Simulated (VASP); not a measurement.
A run of VASP 6.6.1 is set up as follows.

File INCAR:

```
SYSTEM = TiB2
ALGO = Normal
EDIFF = 1E-7
EDIFFG = -0.002
ENCUT = 500
GGA = PE
GGA_COMPAT = .FALSE.
IBRION = 2
ISIF = 3
ISMEAR = 0
IVDW = 12
LASPH = .TRUE.
LCHARG = .FALSE.
LREAL = .FALSE.
LWAVE = .FALSE.
NELM = 120
NELMIN = 4
NSW = 100
PREC = Accurate
SIGMA = 0.1
```

KPOINTS

```
k-points
0
G
  15 15 14
  0 0 0
```

POSCAR

```
TiB2
1.0
    3.0259273100      0.0000000000      0.0000000000
   -1.5129636600      2.6205299200      0.0000000000
    0.0000000000      0.0000000000      3.2287677100
Ti B
1 2
Direct
    0.0000000000      0.0000000000      0.0000000000
    0.3333333300      0.6666666700      0.5000000000
    0.6666666700      0.3333333300      0.5000000000
```

Potentials or basis: VASP PAW PBE potentials, release 64 (Ti_sv, B).

The run is started by

```sh
$ cat potpaw_PBE.64/Ti_sv/POTCAR potpaw_PBE.64/B/POTCAR > POTCAR
$ mpirun -np 1 vasp_std > vasp.out
```

Q: What does it give for the relaxed cell?

A: a = 3.004 Å, b = 3.004 Å, c = 3.182 Å, α = 90.00°, β = 90.00°, γ = 120.00°.

Q: What does it give for the space group after relaxing (to 0.05 Å)?

A: P6/mmm (No. 191).

Q: What does it give for the dispersion energy per atom?

A: -0.433 eV.

Q: What does it give for the band gap on the k mesh?

A: Zero (band 9 reaches 10.74 eV, above the bottom of band 10 at 10.12 eV).

Final structure:
```cif
data_structure
_symmetry_space_group_name_H-M 'P 1'
_symmetry_Int_Tables_number 1
_cell_length_a 3.0045
_cell_length_b 3.0045
_cell_length_c 3.1818
_cell_angle_alpha 90.000
_cell_angle_beta 90.000
_cell_angle_gamma 120.000
_cell_volume 24.87
loop_
_atom_site_label
_atom_site_type_symbol
_atom_site_fract_x
_atom_site_fract_y
_atom_site_fract_z
_atom_site_occupancy
Ti1 Ti 0.00000 0.00000 0.00000 1
B1 B 0.33333 0.66667 0.50000 1
B2 B 0.66667 0.33333 0.50000 1
```
